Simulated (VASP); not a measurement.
A run of VASP 6.6.1 is set up as follows.

Contents of INCAR:

```
SYSTEM = N
ALGO = Normal
EDIFF = 1E-6
ENCUT = 600
GGA = PE
GGA_COMPAT = .False.
ISIF = 2
ISMEAR = 0
LASPH = .True.
LCHARG = .False.
LREAL = .False.
LWAVE = .False.
NBANDS = 8
NELM = 120
PREC = Accurate
SIGMA = 0.1
```

The input KPOINTS:

```
k-points
0
Gamma
  22 22 22
  0 0 0
```

POSCAR

```
N
1.0
    0.0000000000      1.5528607867      1.5528607867
    1.5528607867      0.0000000000      1.5528607867
    1.5528607867      1.5528607867      0.0000000000
N
1
Direct
    0.0000000000      0.0000000000      0.0000000000
```

Potentials or basis: VASP PAW PBE potentials, release 64 (N).

Command:

```console
$ cat potpaw_PBE.64/N/POTCAR > POTCAR
$ mpirun -np 1 vasp_std > vasp.out
```

Q: What does it give for the pressure?

A: 2.2 GPa.

Caveat: the cell differs from its parent crystal (strained).
